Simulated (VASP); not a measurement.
# CsSi2 (Fm-3m) in VASP: further runs

Runs on CsSi2. Level: PBE. Tasks: single point, relaxation of cell and atoms.

Everything below comes from runs of VASP 6.6.1. Logs are shortened: lines on timing, memory, paths and dates and some standing lists are left out, and cuts for length are marked.

## 1. The cell of the first run

It takes space group Fm-3m (No. 225, cubic). The conventional cell has a = 7.462 Å, b = 7.462 Å, c = 7.462 Å, α = 90.00°, β = 90.00°, γ = 90.00°. Within 4.3 Å of Cs (site symmetry m-3m) lie 8 Si at 3.23 Å. Within 4.3 Å of Si (site symmetry -43m) lie 4 Cs at 3.23 Å and 6 Si at 3.73 Å.

## 2. Single point, PBE

File INCAR:

```
  PREC = Accurate
  ENCUT = 520
  EDIFF = 1E-6
  ISMEAR = 0
  SIGMA = 0.1
  LREAL = False
  LASPH = True
  NELM = 60
  ALGO = Normal
  ISIF = 2
  LWAVE = False
  LCHARG = False
  GGA = PE
  NBANDS = 16
```

File KPOINTS:

```
Automatic mesh
0
Gamma
  4 4 4
```

File POSCAR:

```
CsSi2
1.0
    0.0000000000      3.7310979284      3.7310979284
    3.7310979284      0.0000000000      3.7310979284
    3.7310979284      3.7310979284      0.0000000000
Cs Si
1 2
Direct
    0.0000000000      0.0000000000      0.0000000000
    0.2500000000      0.2500000000      0.2500000000
    0.7500000000      0.7500000000      0.7500000000
```

Potentials or basis: VASP PAW PBE potentials, release 64 (Cs_sv, Si).

Run with:

```console
> cat potpaw_PBE.64/Cs_sv/POTCAR potpaw_PBE.64/Si/POTCAR > POTCAR
> mpirun -np 1 vasp_std > vasp.out
```

OUTCAR:

```text
PREC = Accurate
   ENCUT = 520
   EDIFF = 1E-6
   ISMEAR = 0
   LREAL = False
   LASPH = True
   NELM = 60
   ISIF = 2
   GGA = PE

 ion  position               nearest neighbor table
   1  0.000  0.000  0.000-
   2  0.250  0.250  0.250-
   3  0.750  0.750  0.750-

  LATTYP: Found a face centered cubic cell.
 ALAT       =     7.4621958568

  Lattice vectors:

 A1 = (   0.0000000000,   3.7310979284,   3.7310979284)
 A2 = (   3.7310979284,   0.0000000000,   3.7310979284)
 A3 = (   3.7310979284,   3.7310979284,   0.0000000000)

Analysis of symmetry for initial positions (statically):
=====================================================================
 Subroutine PRICEL returns:
 Original cell was already a primitive cell.

 Routine SETGRP: Setting up the symmetry group for a
 face centered cubic supercell.

 Subroutine GETGRP returns: Found 48 space group operations
 (whereof 48 operations were pure point group operations)
 out of a pool of 48 trial point group operations.

The static configuration has the point symmetry O_h .

Analysis of symmetry for dynamics (positions and initial velocities):
=====================================================================
 Subroutine PRICEL returns:
 Original cell was already a primitive cell.

 Routine SETGRP: Setting up the symmetry group for a
 face centered cubic supercell.

 Subroutine GETGRP returns: Found 48 space group operations
 (whereof 48 operations were pure point group operations)
 out of a pool of 48 trial point group operations.

The dynamic configuration has the point symmetry O_h .

 Subroutine INISYM returns: Found 48 space group operations
 (whereof 48 operations are pure point group operations),
 and found     1 'primitive' translations

----------------------------------------------------------------------------------------

                                     Primitive cell

  volume of cell :     103.8819

  direct lattice vectors                    reciprocal lattice vectors
     0.000000000  3.731097928  3.731097928    -0.134008812  0.134008812  0.134008812
     3.731097928  0.000000000  3.731097928     0.134008812 -0.134008812  0.134008812
     3.731097928  3.731097928  0.000000000     0.134008812  0.134008812 -0.134008812

  length of vectors
     5.276569293  5.276569293  5.276569293     0.232110071  0.232110071  0.232110071

  position of ions in fractional coordinates (direct lattice)
     0.000000000  0.000000000  0.000000000
     0.250000000  0.250000000  0.250000000
     0.750000000  0.750000000  0.750000000

  ion indices of the primitive-cell ions
   primitive index   ion index
                 1           1
                 2           2
                 3           3

----------------------------------------------------------------------------------------

 KPOINTS: Automatic mesh

Automatic generation of k-mesh.
 Grid dimensions read from file:
 generate k-points for:    4    4    4

 Generating k-lattice:

  Cartesian coordinates                     Fractional coordinates (reciprocal lattice)
    -0.033502203  0.033502203  0.033502203     0.250000000  0.000000000  0.000000000
     0.033502203 -0.033502203  0.033502203     0.000000000  0.250000000  0.000000000
     0.033502203  0.033502203 -0.033502203     0.000000000  0.000000000  0.250000000

  Length of vectors
     0.058027518  0.058027518  0.058027518

  Shift w.r.t. Gamma in fractional coordinates (k-lattice)
     0.000000000  0.000000000  0.000000000

 Subroutine IBZKPT returns following result:
 ===========================================

 Found      8 irreducible k-points:

 Following reciprocal coordinates:
            Coordinates               Weight
  0.000000  0.000000  0.000000      1.000000
  0.250000  0.000000  0.000000      8.000000
  0.500000  0.000000  0.000000      4.000000
  0.250000  0.250000  0.000000      6.000000
  0.500000  0.250000  0.000000     24.000000
 -0.250000  0.250000  0.000000     12.000000
  0.500000  0.500000  0.000000      3.000000
 -0.250000  0.500000  0.250000      6.000000
   k-points           NKPTS =      8   k-points in BZ     NKDIM =      8   number of bands    NBANDS=     16
   number of dos      NEDOS =    301   number of ions     NIONS =      3
   total plane-waves  NPLWV =  64000
   dimension x,y,z NGX =    40 NGY =   40 NGZ =   40
   dimension x,y,z NGXF=    80 NGYF=   80 NGZF=   80
   ions per type =               1   2
   NGX,Y,Z   is equivalent  to a cutoff of  12.60, 12.60, 12.60 a.u.
   NGXF,Y,Z  is equivalent  to a cutoff of  25.21, 25.21, 25.21 a.u.
 SYSTEM =  unknown system
   PREC   = accura    normal or accurate (medium, high low for compatibility)
   ISTART =      0    job   : 0-new  1-cont  2-samecut
   ICHARG =      2    charge: 1-file 2-atom 10-const
   ISPIN  =      1    spin polarized calculation?
   LNONCOLLINEAR =      F non collinear calculations
   LSORBIT =      F    spin-orbit coupling
   LASPH  =      T    aspherical Exc in radial PAW
   ENCUT  =  520.0 eV  38.22 Ry    6.18 a.u.   9.81  9.81  9.81*2*pi/ulx,y,z
   NELM   =     60;   NELMIN=  2; NELMDL= -5     # of ELM steps
   EDIFF  = 0.1E-05   stopping-criterion for ELM
   LREAL  =      F    real-space projection
[... 7 lines left out ...]
   TEBEG  =    0.0;   TEEND  =   0.0 temperature during run
   PSTRESS=    0.0 pullay stress
   NELECT =      17.0000    total number of electrons
   NUPDOWN=      -1.0000    fix difference up-down
   EMIN   =  10.00;   EMAX   =-10.00  energy-range for DOS
   EFERMI =   0.00;   METHOD = LEGACY
   ISMEAR =     0;   SIGMA  =   0.10  broadening in eV -4-tet -1-fermi 0-gaus
   EFERMI_NEDOS =   21; number of points for ismear=-14 and -15
   IALGO  =     38    algorithm
   IMIX   =      4    mixing-type and parameters
     AMIX     =   0.40;   BMIX     =  1.00
     AMIX_MAG =   1.60;   BMIX_MAG =  1.00
  volume/ion in A,a.u.               =      34.63       233.68
  Fermi-wavevector in a.u.,A,eV,Ry     =   0.895456  1.692167 10.909727  0.801842
  Thomas-Fermi vector in A             =   2.017791
   LORBIT       =      0    0 simple, 1 ext, 2 COOP (PROOUT), +10 PAW based schemes
   GGA     = PE    functional components
   LHFCALC =     F    Hartree Fock is set to
   AEXX    =    0.0000 exact exchange contribution
   IVDW    =     0    specifies the selected vdW correction
   LEPSILON=     F    determine dielectric tensor
   LRPA    =     F    only Hartree local field effects (RPA)
 non-spin polarized calculation
 Gauss-broadening in eV      SIGMA  =   0.10
  energy-cutoff  :      520.00
  volume of cell :      103.88
 maximum number of plane-waves:      2826
   NGX = 19   NGY = 19   NGZ = 19

 number of electron      16.9999998 magnetization

 Free energy of the ion-electron system (eV)
  ---------------------------------------------------
  ext. energy  EPLUGINS =         0.00000000
  ---------------------------------------------------
  free energy    TOTEN  =        -6.59990691 eV

  energy without entropy =       -6.57583252  energy(sigma->0) =       -6.58786972

 E-fermi :   2.0674     XC(G=0):  -8.2965

 val. band max:        2.0267657578   @ k =  -0.2500   0.2500   0.0000
 cond. band min:       2.1386491232   @ k =  -0.2500   0.2500   0.0000
 fundamental gap:      0.1118833654
 Fermi energy:         2.0673875344

 k-point     1 :       0.0000    0.0000    0.0000
  band No.  band energies     occupation
      1     -19.0151      2.00000
      2      -6.0455      2.00000
      3      -6.0455      2.00000
      4      -6.0455      2.00000
      5      -5.2749      2.00000
      6      -2.9830      2.00000
[... 8 lines left out ...]
     15       8.0563      0.00000
     16       9.3590      0.00000

 k-point     2 :       0.2500    0.0000    0.0000
  band No.  band energies     occupation
      1     -19.0016      2.00000
      2      -6.7571      2.00000
      3      -6.0918      2.00000
      4      -6.0918      2.00000
      5      -4.4314      2.00000
      6      -3.2677      2.00000
[... 8 lines left out ...]
     15       7.5287      0.00000
     16       9.0738      0.00000

 k-point     3 :       0.5000    0.0000    0.0000
  band No.  band energies     occupation
      1     -18.9879      2.00000
      2      -7.1079      2.00000
      3      -6.1364      2.00000
      4      -6.1364      2.00000
      5      -4.4484      2.00000
      6      -2.7580      2.00000
[... 8 lines left out ...]
     15       8.2783      0.00000
     16       9.1947      0.00000

 k-point     4 :       0.2500    0.2500    0.0000
  band No.  band energies     occupation
      1     -18.9971      2.00000
      2      -6.8468      2.00000
      3      -6.1619      2.00000
      4      -6.1619      2.00000
      5      -3.9288      2.00000
      6      -3.6110      2.00000
[... 8 lines left out ...]
     15       8.1993      0.00000
     16       8.4819      0.00000

 k-point     5 :       0.5000    0.2500    0.0000
  band No.  band energies     occupation
      1     -18.9834      2.00000
      2      -7.0257      2.00000
      3      -6.4883      2.00000
      4      -6.2056      2.00000
      5      -3.7750      2.00000
      6      -3.1038      2.00000
[... 8 lines left out ...]
     15       8.6598      0.00000
     16       9.3888      0.00000

 k-point     6 :      -0.2500    0.2500    0.0000
  band No.  band energies     occupation
      1     -18.9879      2.00000
      2      -6.8988      2.00000
      3      -6.5396      2.00000
      4      -6.1378      2.00000
      5      -3.6865      2.00000
      6      -3.3856      2.00000
[... 8 lines left out ...]
     15       8.0862      0.00000
     16       9.2377      0.00000

 k-point     7 :       0.5000    0.5000    0.0000
  band No.  band energies     occupation
      1     -18.9789      2.00000
      2      -7.2167      2.00000
      3      -6.2719      2.00000
      4      -6.2719      2.00000
      5      -4.0471      2.00000
      6      -2.7075      2.00000
[... 8 lines left out ...]
     15       8.4539      0.00000
     16       8.8087      0.00000

 k-point     8 :      -0.2500    0.5000    0.2500
  band No.  band energies     occupation
      1     -18.9788      2.00000
      2      -6.8358      2.00000
      3      -6.8358      2.00000
      4      -6.2815      2.00000
      5      -3.2747      2.00000
      6      -3.2747      2.00000
[... 8 lines left out ...]
     15       8.6522      0.00000
     16       8.6522      0.00000

------------------------ aborting loop because EDIFF is reached ----------------------------------------

  FORCE on cell =-STRESS in cart. coord.  units (eV):
  Direction    XX          YY          ZZ          XY          YZ          ZX
  --------------------------------------------------------------------------------------
  -------------------------------------------------------------------------------------
  Total        0.1860983      0.1860983      0.1860983      0.0000000      0.0000000     -0.0000000
  in kB        2.8702062      2.8702062      2.8702062      0.0000000      0.0000000     -0.0000000
  external PRESSURE =       2.8702062 kB  Pullay stress =       0.0000000 kB

 VOLUME and BASIS-vectors are now :
 -----------------------------------------------------------------------------
  energy-cutoff  :      520.00
  volume of cell :      103.88
      direct lattice vectors                 reciprocal lattice vectors
     0.000000000  3.731097928  3.731097928    -0.134008812  0.134008812  0.134008812
     3.731097928  0.000000000  3.731097928     0.134008812 -0.134008812  0.134008812
     3.731097928  3.731097928  0.000000000     0.134008812  0.134008812 -0.134008812

 POSITION                                       TOTAL-FORCE (eV/Angst)
 -----------------------------------------------------------------------------------
      0.00000      0.00000      0.00000        -0.000000     -0.000000      0.000000
      1.86555      1.86555      1.86555         0.000000      0.000000      0.000000
      5.59665      5.59665      5.59665        -0.000000     -0.000000     -0.000000
 -----------------------------------------------------------------------------------
    total drift:                               -0.000000      0.000000      0.000000

  FREE ENERGIE OF THE ION-ELECTRON SYSTEM (eV)
  ---------------------------------------------------
  free  energy   TOTEN  =        -6.5999069133 eV

  energy  without entropy=       -6.5758325202  energy(sigma->0) =       -6.58786972
```

Run time: 15 s. Hardware: 1 thread of Intel Xeon Platinum 8488C (Sapphire Rapids), shared host; peak memory 0.23 GiB.

Results:

```yaml
Free_energy: -6.5999 eV
Pressure: 0.3 GPa
Band_gap_on_the_k_mesh: zero (an odd number of electrons rules out a gap without spin polarisation)
```

Caveat: the k points lie up to 0.36 Å⁻¹ apart, too coarse for converged energies and pressures of a metal; spin-orbit coupling is left out, which moves the levels of the heavy elements; an odd number of electrons without spin polarisation forces a metal; a magnetic or distorted state may lie lower.

## 3. Single point, PBE

This run uses another cell than the first one, of 24.55 Å³/atom.

File INCAR:

```
SYSTEM = CsSi2
ALGO = Normal
EDIFF = 1E-6
ENCUT = 520
GGA = PE
ISIF = 2
ISMEAR = 0
LASPH = .True.
LCHARG = .True.
LELF = .True.
LREAL = .False.
LVHAR = .True.
LWAVE = .False.
NBANDS = 16
NELM = 60
PREC = Accurate
SIGMA = 0.1
```

File KPOINTS:

```
k-points
0
Gamma
  6 6 6
  0 0 0
```

File POSCAR:

```
CsSi2
1.0
    0.0000000000      3.3270009777      3.3270009777
    3.3270009777      0.0000000000      3.3270009777
    3.3270009777      3.3270009777      0.0000000000
Cs Si
1 2
Direct
    0.0000000000      0.0000000000      0.0000000000
    0.2500000000      0.2500000000      0.2500000000
    0.7500000000      0.7500000000      0.7500000000
```

Potentials or basis: VASP PAW PBE potentials, release 64 (Cs_sv, Si).

Run with:

```console
> cat potpaw_PBE.64/Cs_sv/POTCAR potpaw_PBE.64/Si/POTCAR > POTCAR
> mpirun -np 1 vasp_std > vasp.out
```

It took 16 s on 1 thread of Intel Xeon Platinum 8488C (Sapphire Rapids), shared host; peak memory 0.21 GiB.

Results (log left out):

```
Free energy            : -5.6287 eV
Pressure               : 13.9 GPa
Band gap on the k mesh : zero (an odd number of electrons rules out a gap without spin polarisation)
```

Levels at points of the mesh, in eV from the Fermi level:
| k point | band 5 | band 6 | band 7 | band 8 | band 9 | band 10 | band 11 | band 12 |
| --- | --- | --- | --- | --- | --- | --- | --- | --- |
| (0.00, 0.00, 0.00) | -8.06 | -4.49 | -2.25 | -2.25 | -2.25 | 2.60 | 2.60 | 2.60 |
| (0.50, 0.00, 0.00) | -7.13 | -3.63 | -1.49 | -1.49 | 0.66 | 1.28 | 1.69 | 1.69 |
| (0.50, 0.50, 0.00) | -6.66 | -3.44 | -3.10 | 0.57 | 0.57 | 2.04 | 2.04 | 4.00 |

Caveat: the cell stands under pressure; spin-orbit coupling is left out, which moves the levels of the heavy elements; an odd number of electrons without spin polarisation forces a metal; a magnetic or distorted state may lie lower.

## 4. Relaxation of cell and atoms, PBE

This run uses another cell than the first one, of 24.55 Å³/atom.

File INCAR:

```
PREC = Accurate ; ENCUT = 600
EDIFF = 1E-6 ; ISMEAR = 0
SIGMA = 0.1 ; LREAL = F
LASPH = T ; NELM = 100
ALGO = Normal ; ISIF = 3
LWAVE = F ; LCHARG = F
GGA = PE ; IBRION = 2
NSW = 90 ; EDIFFG = -0.04
```

File KPOINTS:

```
regular mesh
0
Gamma
  4 4 4
```

POSCAR is that of step 3.

Run with:

```console
> cat potpaw_PBE.64/Cs_sv/POTCAR potpaw_PBE.64/Si/POTCAR > POTCAR
> mpirun -np 1 vasp_std > vasp.out
```

Run time: 50 s. Hardware: 1 thread of Intel Xeon Platinum 8488C (Sapphire Rapids), shared host; peak memory 0.24 GiB.

It converged, with:

| Property | Result |
| --- | --- |
| Free energy | -6.5995 eV |
| Relaxed volume | 35.55 Å³/atom |
| Relaxed cell | a = 5.323 Å, b = 5.323 Å, c = 5.323 Å, α = 60.00°, β = 60.00°, γ = 60.00° |
| Space group after relaxing (to 0.1 Å) | Fm-3m (No. 225) |
| Energy gained by relaxing | 299.7 meV/atom |
| Ionic steps | 5 |
| Pressure after relaxing | 0.0 GPa |
| Band gap on the k mesh | zero (an odd number of electrons rules out a gap without spin polarisation) |

The path:
```
step  energy change (eV)  largest force (eV/Å)  pressure (GPa)  volume (Å³)
   1              0.0000                0.0000           13.08        73.65
   2             -0.8632                0.0000            1.42        97.15
   3             -0.8904                0.0000            0.63       101.52
   4             -0.8928                0.0000           -0.44       110.67
   5             -0.8991                0.0000           -0.05       106.64
```

Final structure:
```xyz
3
Lattice="0.0000 3.7638 3.7638 3.7638 0.0000 3.7638 3.7638 3.7638 0.0000" Properties=species:S:1:pos:R:3 pbc="T T T"
Cs    0.0000    0.0000    0.0000
Si    1.8819    1.8819    1.8819
Si    5.6458    5.6458    5.6458
```

Levels at points of the mesh, in eV from the Fermi level:
| k point | band 4 | band 5 | band 6 | band 7 | band 8 | band 9 | band 10 | band 11 | band 12 |
| --- | --- | --- | --- | --- | --- | --- | --- | --- | --- |
| (0.00, 0.00, 0.00) | -8.10 | -7.31 | -5.11 | -1.07 | -1.07 | -1.07 | 2.17 | 2.17 | 2.17 |
| (0.50, 0.00, 0.00) | -8.19 | -6.50 | -4.92 | -0.44 | -0.44 | 0.60 | 0.65 | 1.18 | 1.18 |
| (0.50, 0.50, 0.00) | -8.31 | -6.11 | -4.87 | -1.84 | 0.14 | 0.14 | 1.83 | 1.83 | 2.87 |

Caveat: the k points lie up to 0.36 Å⁻¹ apart in the final cell, too coarse for converged energies and pressures of a metal; the volume moved by over 15 % at a fixed basis, so the end points are rough; spin-orbit coupling is left out, which moves the levels of the heavy elements; an odd number of electrons without spin polarisation forces a metal; a magnetic or distorted state may lie lower.

## 5. The runs side by side

```csv
task,cell,k mesh,cutoff (eV),gap on the mesh (eV),pressure (GPa)
single point,"a = 5.277 Å, angles 60.0°, 3 atoms",4 × 4 × 4,520,none,0.3
single point,"a = 4.705 Å, angles 60.0°, 3 atoms",6 × 6 × 6,520,none,13.9
relaxation of cell and atoms,"relaxed from a = 4.705 Å, angles 60.0°, 3 atoms",4 × 4 × 4,600,none,0.0
```

Alike in all rows: level PBE; potentials or basis VASP PAW PBE potentials, release 64 (Cs_sv, Si); no spin polarisation; smearing gaussian 0.1 eV.

Caveats: some runs use coarse meshes; spin-orbit coupling is left out, which moves the levels of the heavy elements; an odd number of electrons without spin polarisation forces a metal; a magnetic or distorted state may lie lower; the cell stands under pressure (at least some runs); the volume moved by over 15 % at a fixed basis, so the end points are rough (at least some runs).

Total energies depend on the potentials used, so only differences within one code and one set of settings carry meaning.

The gap in the log of VASP goes by the Fermi energy; the results here count the filled bands.